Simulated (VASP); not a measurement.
# H11C8 (a cell with a defect) in VASP: notebook, part 2 of 2

VASP 6.6.1. The steps go on from the part before.

## Step 4: Single point, PBE

INCAR reads:

```
PREC = Accurate
ENCUT = 520
EDIFF = 1E-7
ISMEAR = 0
SIGMA = 0.1
LREAL = Auto
LASPH = True
NELM = 100
ALGO = Normal
ISIF = 2
LWAVE = False
LCHARG = False
GGA = PE
NBANDS = 36
```

KPOINTS reads:

```
Automatic mesh
0
Gamma
  3 3 2
```

POSCAR reads:

```
H11C8
1.0
    3.6316850000      3.2747500000      0.0000000000
    3.6316850000     -3.2747500000      0.0000000000
    1.5866040000      0.0000000000     -8.1218800000
C H
8 11
Direct
    0.0850514648      0.0849045833      0.4627192226
    0.9077419105      0.9319755161      0.0463989864
    0.2757548379      0.2709651593      0.3635924195
    0.7411857915      0.7378624844      0.1287842224
    0.0631349369      0.1057861317      0.9701607263
    0.9249202119      0.9280587720      0.5433914315
    0.2615342658      0.2817669554      0.8716164238
    0.7323872619      0.7392332807      0.6380242013
    0.2635892723      0.2706469103      0.2321224889
    0.7554635533      0.6594305737      0.2575287988
    0.4916518328      0.2073226474      0.3844417795
    0.5824089442      0.6624223804      0.0705032579
    0.2270124996      0.4857113316      0.3909945727
    0.2624354299      0.2688203448      0.7399668550
    0.7331359289      0.7379750769      0.7708295370
    0.4727645508      0.2206567563      0.9029746807
    0.7876171021      0.5253625788      0.6103995627
    0.5190084276      0.7992075268      0.6107251031
    0.2120268430      0.5010024900      0.8904673548
```

Run with:

```sh
$ cat potpaw_PBE.64/C/POTCAR potpaw_PBE.64/H/POTCAR > POTCAR
$ mpirun -np 1 vasp_std > vasp.out
```

It took 2.7 min on 1 thread of Intel Xeon 8259CL, shared host; peak memory 0.28 GiB.

Results (log left out):

* Free energy: -108.1529 eV
* Pressure: 0.4 GPa
* Largest force: 0.068 eV/Å
* Band gap on the k mesh: zero (an odd number of electrons rules out a gap without spin polarisation)

Forces on the atoms (eV/Å):
```
C    0.059 -0.001  0.035
C   -0.010  0.052 -0.010
C   -0.011  0.006 -0.006
C   -0.046 -0.032 -0.017
C    0.006 -0.023  0.016
C   -0.039  0.003 -0.033
C   -0.004 -0.016 -0.011
C    0.008  0.009  0.006
H   -0.005 -0.003  0.020
H   -0.001  0.012  0.014
H    0.011  0.021 -0.003
H    0.007 -0.019 -0.012
H    0.013 -0.012 -0.005
H    0.000 -0.004  0.021
H    0.003  0.002 -0.020
H    0.016  0.014 -0.010
H   -0.012  0.018  0.003
H   -0.012 -0.016  0.003
H    0.018 -0.012  0.008
```

Stress tensor (GPa, compression positive):
```
 0.30  0.30  0.18
 0.30  0.19 -0.09
 0.18 -0.09  0.85
```

Levels at points of the mesh, in eV from the Fermi level:
```
           k point  band 20  band 21  band 22  band 23  band 24  band 25
(0.00, 0.00, 0.00)    -2.52    -2.19    -0.43     3.17     3.71     4.28
(0.00, 0.00, 0.50)    -2.41    -2.20    -0.43     3.62     3.84     4.21
```

Caveat: the k points lie up to 0.43 Å⁻¹ apart, too coarse for converged energies and pressures of a metal.

## Step 5: Single point, PBE

INCAR reads:

```
SYSTEM = H11C8
ALGO     = Normal         ! electronic algorithm
EDIFF    = 1E-6           ! SCF threshold, eV
ENCUT    = 520            ! plane-wave cutoff, eV
GGA      = PE             ! functional
ISIF     = 2              ! what is computed and relaxed
ISMEAR   = 0              ! smearing method
LASPH    = .True.         ! aspherical terms in the spheres
LCHARG   = .True.         ! write CHGCAR
LELF     = .True.         ! ELF
LREAL    = Auto         
LVHAR    = .True.       
LWAVE    = .False.        ! write WAVECAR
NBANDS   = 36             ! bands
NELM     = 80             ! most SCF steps
PREC     = Accurate       ! precision mode
SIGMA    = 0.1            ! smearing width, eV
```

KPOINTS reads:

```
k-points
0
Gamma
  3 3 2
  0 0 0
```

POSCAR reads:

```
H11C8
1.0
    3.6316850000      3.2747500000      0.0000000000
    3.6316850000     -3.2747500000      0.0000000000
    1.5866040000      0.0000000000     -8.1218800000
C H
8 11
Direct
    0.0902542499      0.0786765722      0.4637915113
    0.8972243449      0.9452383918      0.0466611179
    0.2825427578      0.2636139846      0.3650071166
    0.7336440332      0.7485215048      0.1293061459
    0.0473212638      0.1239445175      0.9707341157
    0.9284559208      0.9230414617      0.5439868602
    0.2466092941      0.2964732531      0.8697855669
    0.7335445431      0.7360265646      0.6379579605
    0.2615603935      0.2739595080      0.2337655814
    0.7836706693      0.6310666537      0.2448245973
    0.4990526398      0.1911824207      0.3802106163
    0.5425857116      0.7106672446      0.0856868114
    0.2432780832      0.4757083450      0.3981262959
    0.2576363582      0.2670657803      0.7394706644
    0.7313081810      0.7357442448      0.7709596793
    0.4548608662      0.2454555681      0.9074364556
    0.7882873701      0.5216392290      0.6111929750
    0.5213035092      0.7968436268      0.6088367472
    0.1904053314      0.5186251955      0.8780347653
```

Run with:

```sh
$ cat potpaw_PBE.64/C/POTCAR potpaw_PBE.64/H/POTCAR > POTCAR
$ mpirun -np 1 vasp_std > vasp.out
```

It took 2.6 min on 1 thread of Intel Xeon 8259CL, shared host; peak memory 0.29 GiB.

Results (log left out):

* Free energy: -108.1612 eV
* Pressure: 0.4 GPa
* Largest force: 0.072 eV/Å
* Band gap on the k mesh: zero (an odd number of electrons rules out a gap without spin polarisation)

Forces on the atoms (eV/Å):
```
C    0.062  0.008  0.036
C   -0.020  0.001 -0.016
C   -0.014  0.004 -0.012
C   -0.015  0.008  0.013
C    0.023 -0.010  0.023
C   -0.045 -0.007 -0.036
C   -0.004 -0.004 -0.004
C    0.008  0.003  0.008
H   -0.001 -0.001  0.015
H   -0.002  0.001 -0.016
H    0.007  0.012  0.001
H   -0.003 -0.007 -0.005
H    0.010 -0.011 -0.002
H   -0.002  0.002  0.011
H    0.001 -0.001 -0.023
H    0.011  0.010 -0.002
H   -0.011  0.015  0.003
H   -0.010 -0.016  0.004
H    0.006 -0.005  0.001
```

Stress tensor (GPa, compression positive):
```
 0.27  0.37  0.13
 0.37  0.17 -0.08
 0.13 -0.08  0.81
```

Levels at points of the mesh, in eV from the Fermi level:
```tsv
k point	band 19	band 20	band 21	band 22	band 23	band 24
(0.00, 0.00, 0.00)	-2.74	-2.55	-2.24	-0.41	3.16	3.67
(0.00, 0.00, 0.50)	-2.70	-2.55	-2.21	-0.40	3.63	3.83
```

Caveat: the k points lie up to 0.43 Å⁻¹ apart, too coarse for converged energies and pressures of a metal.

## Step 6: Overview

```csv
cell,gap on the mesh (eV),pressure (GPa),largest force (eV/Å)
"as given, atomic positions A",none,0.4,0.06
"as given, atomic positions B",none,0.4,0.07
"as given, atomic positions C",none,0.4,0.07
"as given, atomic positions D",none,0.4,0.07
```

Alike in all rows: task single point; level PBE; potentials or basis VASP PAW PBE potentials, release 64 (C, H); no spin polarisation; k mesh 3 × 3 × 2; cutoff (eV) 520; smearing gaussian 0.1 eV.

Caveats: all runs use coarse meshes.

Absolute energies hang on the potentials; compare differences alone.
